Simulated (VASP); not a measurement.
# Mo (Fd-3m) in VASP: a series of runs, part 2 of 3

VASP 6.6.1.

### Step 3. Single point, RPBE (25.38 Å³/atom)

This run uses another cell than the first one, of 25.38 Å³/atom.

The input, INCAR:

```
PREC     = Accurate       # precision mode
ENCUT    = 520            # plane-wave cutoff, eV
EDIFF    = 1E-6           # SCF threshold, eV
ISMEAR   = -1             # smearing method
SIGMA    = 0.1            # smearing width, eV
LREAL    = False          # projectors in reciprocal space
LASPH    = True           # aspherical terms in the spheres
NELM     = 80             # most SCF steps
ALGO     = Normal         # electronic algorithm
ISIF     = 2              # what is computed and relaxed
LWAVE    = False          # write WAVECAR
LCHARG   = False          # write CHGCAR
GGA      = RP             # functional
NBANDS   = 21             # bands
```

The input, KPOINTS:

```
Automatic mesh
0
Gamma
  11 11 11
```

The input, POSCAR:

```
Mo
1.0
    0.0000000000      2.9388958301      2.9388958301
    2.9388958301      0.0000000000      2.9388958301
    2.9388958301      2.9388958301      0.0000000000
Mo
2
Direct
    0.1250000000      0.1250000000      0.1250000000
    0.8750000000      0.8750000000      0.8750000000
```

Potentials or basis: VASP PAW PBE potentials, release 64 (Mo_sv).

The run is started by

```bash
> cat potpaw_PBE.64/Mo_sv/POTCAR > POTCAR
> mpirun -np 1 vasp_std > vasp.out
```

OUTCAR:

```text
PREC = Accurate
   ENCUT = 520
   EDIFF = 1E-6
   ISMEAR = -1
   LREAL = False
   LASPH = True
   NELM = 80
   ISIF = 2
   GGA = RP

 ion  position               nearest neighbor table
   1  0.125  0.125  0.125-   2 2.55   2 2.55   2 2.55   2 2.55
   2  0.875  0.875  0.875-   1 2.55   1 2.55   1 2.55   1 2.55

  LATTYP: Found a face centered cubic cell.
 ALAT       =     5.8777916602

  Lattice vectors:

 A1 = (   0.0000000000,   2.9388958301,   2.9388958301)
 A2 = (   2.9388958301,   0.0000000000,   2.9388958301)
 A3 = (   2.9388958301,   2.9388958301,   0.0000000000)

Analysis of symmetry for initial positions (statically):
=====================================================================
 Subroutine PRICEL returns:
 Original cell was already a primitive cell.

 Routine SETGRP: Setting up the symmetry group for a
 face centered cubic supercell.

 Subroutine GETGRP returns: Found 48 space group operations
 (whereof 12 operations were pure point group operations)
 out of a pool of 48 trial point group operations.

The static configuration has the point symmetry D_3d.
 The point group associated with its full space group is O_h .

Analysis of symmetry for dynamics (positions and initial velocities):
=====================================================================
 Subroutine PRICEL returns:
 Original cell was already a primitive cell.

 Routine SETGRP: Setting up the symmetry group for a
 face centered cubic supercell.

 Subroutine GETGRP returns: Found 48 space group operations
 (whereof 12 operations were pure point group operations)
 out of a pool of 48 trial point group operations.

The dynamic configuration has the point symmetry D_3d.
 The point group associated with its full space group is O_h .

 Subroutine INISYM returns: Found 48 space group operations
 (whereof 12 operations are pure point group operations),
 and found     1 'primitive' translations

----------------------------------------------------------------------------------------

                                     Primitive cell

  volume of cell :      50.7671

  direct lattice vectors                    reciprocal lattice vectors
     0.000000000  2.938895830  2.938895830    -0.170131923  0.170131923  0.170131923
     2.938895830  0.000000000  2.938895830     0.170131923 -0.170131923  0.170131923
     2.938895830  2.938895830  0.000000000     0.170131923  0.170131923 -0.170131923

  length of vectors
     4.156226341  4.156226341  4.156226341     0.294677135  0.294677135  0.294677135

  position of ions in fractional coordinates (direct lattice)
     0.125000000  0.125000000  0.125000000
     0.875000000  0.875000000  0.875000000

  ion indices of the primitive-cell ions
   primitive index   ion index
                 1           1
                 2           2

----------------------------------------------------------------------------------------

 KPOINTS: Automatic mesh

Automatic generation of k-mesh.
 Grid dimensions read from file:
 generate k-points for:   11   11   11

 Generating k-lattice:

  Cartesian coordinates                     Fractional coordinates (reciprocal lattice)
    -0.015466538  0.015466538  0.015466538     0.090909091  0.000000000  0.000000000
     0.015466538 -0.015466538  0.015466538     0.000000000  0.090909091  0.000000000
     0.015466538  0.015466538 -0.015466538     0.000000000  0.000000000  0.090909091

  Length of vectors
     0.026788830  0.026788830  0.026788830

  Shift w.r.t. Gamma in fractional coordinates (k-lattice)
     0.000000000  0.000000000  0.000000000

 Subroutine IBZKPT returns following result:
 ===========================================

 Found     56 irreducible k-points:

 Following reciprocal coordinates:
            Coordinates               Weight
  0.000000  0.000000  0.000000      1.000000
  0.090909  0.000000  0.000000      8.000000
  0.181818  0.000000  0.000000      8.000000
  0.272727  0.000000  0.000000      8.000000
  0.363636  0.000000  0.000000      8.000000
  0.454545  0.000000  0.000000      8.000000
[... 16 lines left out ...]
 -0.272727  0.181818  0.000000     24.000000
 -0.181818  0.181818  0.000000     12.000000
 [... further k-points ...]
   k-points           NKPTS =     56   k-points in BZ     NKDIM =     56   number of bands    NBANDS=     21
   number of dos      NEDOS =    301   number of ions     NIONS =      2
   total plane-waves  NPLWV =  32768
   dimension x,y,z NGX =    32 NGY =   32 NGZ =   32
   dimension x,y,z NGXF=    64 NGYF=   64 NGZF=   64
   ions per type =               2
   NGX,Y,Z   is equivalent  to a cutoff of  12.80, 12.80, 12.80 a.u.
   NGXF,Y,Z  is equivalent  to a cutoff of  25.60, 25.60, 25.60 a.u.
 SYSTEM =  unknown system
   PREC   = accura    normal or accurate (medium, high low for compatibility)
   ISTART =      0    job   : 0-new  1-cont  2-samecut
   ICHARG =      2    charge: 1-file 2-atom 10-const
   ISPIN  =      1    spin polarized calculation?
   LNONCOLLINEAR =      F non collinear calculations
   LSORBIT =      F    spin-orbit coupling
   LASPH  =      T    aspherical Exc in radial PAW
   ENCUT  =  520.0 eV  38.22 Ry    6.18 a.u.   7.73  7.73  7.73*2*pi/ulx,y,z
   NELM   =     80;   NELMIN=  2; NELMDL= -5     # of ELM steps
   EDIFF  = 0.1E-05   stopping-criterion for ELM
   LREAL  =      F    real-space projection
   EDIFFG = 0.1E-04   stopping-criterion for IOM
   NSW    =      0    number of steps for IOM
   IBRION =     -1    ionic relax: 0-MD 1-quasi-New 2-CG
   NFREE  =      0    steps in history (QN), initial steepest desc. (CG)
   ISIF   =      2    stress and relaxation
   ISYM   =      2    0-nonsym 1-usesym 2-fastsym
   POTIM  = 0.5000    time-step for ionic-motion
   TEBEG  =    0.0;   TEEND  =   0.0 temperature during run
   PSTRESS=    0.0 pullay stress
   NELECT =      28.0000    total number of electrons
   NUPDOWN=      -1.0000    fix difference up-down
   EMIN   =  10.00;   EMAX   =-10.00  energy-range for DOS
   EFERMI =   0.00;   METHOD = LEGACY
   ISMEAR =    -1;   SIGMA  =   0.10  broadening in eV -4-tet -1-fermi 0-gaus
   EFERMI_NEDOS =   21; number of points for ismear=-14 and -15
   IALGO  =     38    algorithm
   IMIX   =      4    mixing-type and parameters
     AMIX     =   0.40;   BMIX     =  1.00
     AMIX_MAG =   1.60;   BMIX_MAG =  1.00
  volume/ion in A,a.u.               =      25.38       171.30
  Fermi-wavevector in a.u.,A,eV,Ry     =   1.342559  2.537068 24.524013  1.802464
  Thomas-Fermi vector in A             =   2.470703
   LORBIT       =      0    0 simple, 1 ext, 2 COOP (PROOUT), +10 PAW based schemes
   GGA     = RP    functional components
   LHFCALC =     F    Hartree Fock is set to
   AEXX    =    0.0000 exact exchange contribution
   IVDW    =     0    specifies the selected vdW correction
   LEPSILON=     F    determine dielectric tensor
   LRPA    =     F    only Hartree local field effects (RPA)
 non-spin polarized calculation
  energy-cutoff  :      520.00
  volume of cell :       50.77
 maximum number of plane-waves:      1387
   NGX = 15   NGY = 15   NGZ = 15

 number of electron      28.0000003 magnetization

 Free energy of the ion-electron system (eV)
  ---------------------------------------------------
  ext. energy  EPLUGINS =         0.00000000
  ---------------------------------------------------
  free energy    TOTEN  =       -16.35344549 eV

  energy without entropy =      -16.24992158  energy(sigma->0) =      -16.30168353

 E-fermi :   5.8965     XC(G=0): -10.2765

 val. band max:        5.8907541887   @ k =   0.3636   0.1818   0.0000
 cond. band min:       5.8967483881   @ k =   0.3636   0.0000   0.0000
 fundamental gap:      0.0059941993
 Fermi energy:         5.8965396225

 k-point     1 :       0.0000    0.0000    0.0000
  band No.  band energies     occupation
      1     -54.4943      2.00000
      2     -54.0129      2.00000
      3     -28.8301      2.00000
      4     -28.8301      2.00000
      5     -28.8301      2.00000
      6     -27.9753      2.00000
[... 13 lines left out ...]
     20      16.9817      0.00000
     21      17.6667      0.00000
[... 529 lines left out ...]
 k-point    24 :      -0.1818    0.1818    0.0000
  band No.  band energies     occupation
      1     -54.4253      2.00000
      2     -54.0847      2.00000
      3     -28.9483      2.00000
      4     -28.8865      2.00000
      5     -28.7660      2.00000
      6     -28.0407      2.00000
[... 13 lines left out ...]
     20      13.7648      0.00000
     21      13.9921      0.00000

 [... further k-points ...]

------------------------ aborting loop because EDIFF is reached ----------------------------------------

  FORCE on cell =-STRESS in cart. coord.  units (eV):
  Direction    XX          YY          ZZ          XY          YZ          ZX
  --------------------------------------------------------------------------------------
  -------------------------------------------------------------------------------------
  Total       -2.0235287     -2.0235287     -2.0235287      0.0000000     -0.0000000      0.0000000
  in kB      -63.8612444    -63.8612444    -63.8612444      0.0000000     -0.0000000      0.0000000
  external PRESSURE =     -63.8612444 kB  Pullay stress =       0.0000000 kB

 VOLUME and BASIS-vectors are now :
 -----------------------------------------------------------------------------
  energy-cutoff  :      520.00
  volume of cell :       50.77
      direct lattice vectors                 reciprocal lattice vectors
     0.000000000  2.938895830  2.938895830    -0.170131923  0.170131923  0.170131923
     2.938895830  0.000000000  2.938895830     0.170131923 -0.170131923  0.170131923
     2.938895830  2.938895830  0.000000000     0.170131923  0.170131923 -0.170131923

 POSITION                                       TOTAL-FORCE (eV/Angst)
 -----------------------------------------------------------------------------------
      0.73472      0.73472      0.73472        -0.000000     -0.000000     -0.000000
      5.14307      5.14307      5.14307         0.000000      0.000000      0.000000
 -----------------------------------------------------------------------------------
    total drift:                                0.000000      0.000000     -0.000000

  FREE ENERGIE OF THE ION-ELECTRON SYSTEM (eV)
  ---------------------------------------------------
  free  energy   TOTEN  =       -16.3534454912 eV

  energy  without entropy=      -16.2499215784  energy(sigma->0) =      -16.30168353
```

It took 70 s on 1 thread of Intel Xeon 8259CL, shared host; peak memory 0.2 GiB.

What came out:

```
Free energy            : -16.3534 eV
Pressure               : -6.4 GPa
Band gap on the k mesh : zero (bands 14 and 15 overlap by 0.47 eV)
```

Caveat: the cell stands under tension; the PAW data sets were made with another functional, which shifts forces and pressure a little.

(Part 2 of 3 ends here.)
